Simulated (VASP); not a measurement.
A run of VASP 6.6.1 is set up as follows.

INCAR

```
SYSTEM = Mn
PREC = Accurate
ENCUT = 520
EDIFF = 1E-6
ISMEAR = 0
SIGMA = 0.1
LREAL = .FALSE.
LASPH = .TRUE.
NELM = 150
ALGO = Normal
ISIF = 2
LWAVE = .FALSE.
LCHARG = .FALSE.
ISPIN = 2
MAGMOM = 4.53 4.53
LORBIT = 11
LMAXMIX = 4
GGA = PE
NBANDS = 24
```

The input KPOINTS:

```
Automatic mesh
0
G
  12 12 12
  0 0 0
```

The input POSCAR:

```
Mn
1.0
    0.0000000000      2.9757522959      2.9757522959
    2.9757522959      0.0000000000      2.9757522959
    2.9757522959      2.9757522959      0.0000000000
Mn
2
Direct
    0.5000000000      0.5000000000      0.5000000000
    0.7500000000      0.7500000000      0.7500000000
```

Potentials or basis: VASP PAW PBE potentials, release 64 (Mn_pv).

Launch:

```sh
$ cat potpaw_PBE.64/Mn_pv/POTCAR > POTCAR
$ mpirun -np 1 vasp_std > vasp.out
```

Task: Predict the net moment.

Result: 8.23 μB per cell.

Task: Estimate the site moments.

Result: Mn +3.90 μB.

Task: Predict the pressure.

Result: 0.0 GPa.
